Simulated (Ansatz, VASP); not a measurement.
## Zn2Au: VASP beside Ansatz

```
Zn Au
1.0
    -1.69801    1.69801    4.14306
     1.69801   -1.69801    4.14306
     1.69801    1.69801   -4.14306
Zn Au
2 1
Direct
  0.66849 0.66849 0.00000
  0.33151 0.33151 0.00000
  0.00000 0.00000 0.00000
```

Alike in both runs: functional PBE; k mesh 18 × 18 × 18; occupations gaussian, width 0.1 eV; no spin polarisation.

Ansatz relaxed the structure, and its values are those at the end. VASP's run is a single point on that final structure, the one shown.

```csv
,VASP,Ansatz
version,VASP 6.6.1,Ansatz 0.2.0
potentials or method,"VASP PAW PBE potentials, release 64 (Zn, Au), cutoff 520 eV","scalar-relativistic, plane waves, PAW"
valence electrons in the cell,35,43
```

|  | VASP | Ansatz | Ansatz less VASP |
| --- | --- | --- | --- |
| gap on the k mesh at the Fermi level (eV) | none | none | - |
| pressure (GPa) | 0.3 | 0.0 | -0.28 |

A gap of «none» marks a metal or a gap that the smearing closes. VASP's potentials hold 35 valence electrons a cell and Ansatz's 43, so a difference there can come from the potentials and not from the codes.

Spin-orbit coupling is off throughout.
